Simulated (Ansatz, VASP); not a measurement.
# Two plane-wave programs on CdS

The input INCAR:

```
SYSTEM = CdS
PREC = Accurate ; ENCUT = 520
EDIFF = 1E-6 ; ISMEAR = 0
SIGMA = 0.05 ; LREAL = .FALSE.
LASPH = .TRUE. ; NELM = 80
ALGO = Normal ; ISIF = 2
LWAVE = .FALSE. ; LCHARG = .FALSE.
GGA = PE ; NBANDS = 26
```

The input KPOINTS:

```
regular mesh
0
G
  12 12 4
  0 0 0
```

The input POSCAR:

```
CdS
1.0
    4.1347992034      0.0000000000      0.0000000000
   -2.0673996017      3.5808411497      0.0000000000
    0.0000000000      0.0000000000      6.7490000000
Cd S
2 2
Direct
    0.3333333333      0.6666666667      0.0000000000
    0.6666666667      0.3333333333      0.5000000000
    0.3612597327      0.7225194654      0.3553659801
    0.6666666667      0.3333333333      0.8850000000
```

Input for Ansatz:

```yaml
crystal:
  lattice:
    - [4.1347992034, 0.0, 0.0]
    - [-2.0673996017, 3.5808411497, 0.0]
    - [0.0, 0.0, 6.749]
  atoms:
    - { symbol: Cd, position: [0.3333333333, 0.6666666667, 0.0] }
    - { symbol: Cd, position: [0.6666666667, 0.3333333333, 0.5] }
    - { symbol: S, position: [0.3612597327, 0.7225194654, 0.3553659801] }
    - { symbol: S, position: [0.6666666667, 0.3333333333, 0.885] }
basis:
  ecutwfc: 420
kpoints:
  mp_grid: { grid: [12, 12, 4] }
hamiltonian:
  xc: pbe
scf:
  occupations: { method: gaussian, width: 0.05 }
output:
  forces: true
  stress: true
  eigenvalues: true
```

Alike in both runs: task single point; functional PBE; k mesh 12 × 12 × 4; occupations gaussian, width 0.05 eV; no spin polarisation.

|  | VASP | Ansatz |
| --- | --- | --- |
| version | VASP 6.6.1 | Ansatz 0.2.0 |
| potentials or method | VASP PAW PBE potentials, release 64 (Cd, S), cutoff 520 eV | scalar-relativistic, plane waves, PAW |
| valence electrons in the cell | 36 | 52 |

|  | VASP | Ansatz | Ansatz less VASP |
| --- | --- | --- | --- |
| gap on the k mesh at the Fermi level (eV) | 1.14 | 1.14 | -0.003 |
| least direct gap on the mesh (eV) | 1.14 | 1.14 | -0.003 |
| pressure (GPa) | 3.6 | 3.2 | -0.37 |
| traceless stress, the component that is largest in VASP (GPa) | -2.61 | -2.51 | +0.091 |
| rms of the force components (eV/Å) | 0.655 | 0.640 | -0.0152 |

Atom by atom the forces differ by 0.016 eV/Å (rms over components). The functional is the same, so the differences come from potentials, cutoffs and numerics. VASP's potentials hold 36 valence electrons a cell and Ansatz's 52, so a difference there can come from the potentials and not from the codes.
